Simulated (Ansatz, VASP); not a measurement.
**Al3Ge2Ru: VASP beside Ansatz**

```
CELL_PARAMETERS angstrom
3.22650 0.00000 0.00000
0.00000 3.22650 0.00000
0.00000 0.00000 9.11429
ATOMIC_POSITIONS crystal
Al 0.50000 0.50000 0.14617
Al 0.50000 0.50000 0.50000
Al 0.50000 0.50000 0.85383
Ge 0.00000 0.00000 0.32008
Ge 0.00000 0.00000 0.67992
Ru 0.00000 0.00000 0.00000
```

Change from the starting cell: species swapped into the Pr3MgAl2 type (P4/mmm, No. 123).

Alike in both runs: functional PBE; k mesh 6 × 6 × 2; occupations gaussian, width 0.1 eV; no spin polarisation.

Ansatz relaxed the structure, and its values are those at the end. VASP's run is a single point on that final structure, the one shown.

```csv
,VASP,Ansatz
version,VASP 6.6.1,Ansatz 0.2.0
potentials or method,"VASP PAW PBE potentials, release 64 (Al, Ge_d, Ru_pv), cutoff 520 eV","scalar-relativistic, plane waves, PAW"
valence electrons in the cell,51,53
```

|  | VASP | Ansatz | Ansatz less VASP |
| --- | --- | --- | --- |
| gap on the k mesh at the Fermi level (eV) | none | none | - |
| pressure (GPa) | 0.1 | 0.1 | -0.03 |
| rms of the force components (eV/Å) | 0.011 | 0.011 | 0.0000 |

A gap of «none» marks a metal or a gap that the smearing closes. The functional is the same, so the differences come from potentials, cutoffs and numerics. VASP's potentials hold 51 valence electrons a cell and Ansatz's 53, so a difference there can come from the potentials and not from the codes.
